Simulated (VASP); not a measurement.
The system is Mg.

```
Mg
1.0
     3.16593    0.00000    0.00000
    -1.58296    2.74177    0.00000
     0.00000    0.00000    5.13988
Mg
2
Direct
  0.66667 0.33333 0.75000
  0.33333 0.66667 0.25000
```

Base run:

| Property | Result |
| --- | --- |
| Program | VASP 6.6.1 |
| Functional | PBE |
| Dispersion | D4 |
| Potentials or basis | VASP PAW PBE potentials, release 64 (Mg) |
| Cutoff | 520 eV |
| k mesh | 10 × 10 × 5 |
| Occupations | fermi-dirac, width 0.05 eV |
| Spin | no spin polarisation |

Its results: band gap on the k mesh zero (band 2 reaches 3.44 eV, above the bottom of band 3 at 1.54 eV); pressure 0.5 GPa.

Problem. After a change of settings the same cell gave: band gap on the k mesh zero (band 2 reaches 3.44 eV, above the bottom of band 3 at 1.54 eV); pressure -1.1 GPa. Which change was it?
A. dispersion from D4 to D3(BJ)
B. functional from PBE to r2SCAN; further incar settings from ALGO = Normal; EDIFF = 1e-07; NBANDS = 9 to ALGO = Normal; EDIFF = 1e-06; NBANDS = 9
C. functional from PBE to revPBE; further incar settings from ALGO = Normal; EDIFF = 1e-07; NBANDS = 9 to ALGO = Normal; EDIFF = 1e-06; NBANDS = 9
D. functional from PBE to PBEsol; further incar settings from ALGO = Normal; EDIFF = 1e-07; NBANDS = 9 to ALGO = Normal; EDIFF = 1e-06; NBANDS = 9

Solution. A.

Caveats: pairwise dispersion overbinds metals, which lowers pressure and volume.
